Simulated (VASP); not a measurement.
A run of VASP 6.6.1 is set up as follows.

Contents of INCAR:

```
  PREC = Accurate
  ENCUT = 520
  EDIFF = 1E-7
  ISMEAR = -1
  SIGMA = 0.1
  LREAL = False
  LASPH = True
  NELM = 60
  ALGO = Normal
  ISIF = 2
  LWAVE = False
  LCHARG = False
  GGA = B5
  ALDAX = 1.0
  AGGAX = 1.0
  AGGAC = 1.0
  ALDAC = 0.0
  NBANDS = 12
```

File KPOINTS:

```
Automatic mesh
0
Gamma
  9 9 9
```

POSCAR

```
Sb
1.0
    0.0000000000      3.4308649607      3.4308649607
    3.4308649607      0.0000000000      3.4308649607
    3.4308649607      3.4308649607      0.0000000000
Sb
2
Direct
    0.1250000000      0.1250000000      0.1250000000
    0.8750000000      0.8750000000      0.8750000000
```

Potentials or basis: VASP PAW PBE potentials, release 64 (Sb).

Command:

```sh
$ cat potpaw_PBE.64/Sb/POTCAR > POTCAR
$ mpirun -np 1 vasp_std > vasp.out
```

Problem. Estimate the band gap on the k mesh.

Solution. Zero (band 5 reaches 5.29 eV, above the bottom of band 6 at 4.44 eV).

Problem. What does it give for the pressure?

Solution. 4.7 GPa.

Caveat: the PAW data sets were made with another functional, which shifts forces and pressure a little; spin-orbit coupling is left out, which moves the levels of the heavy elements.
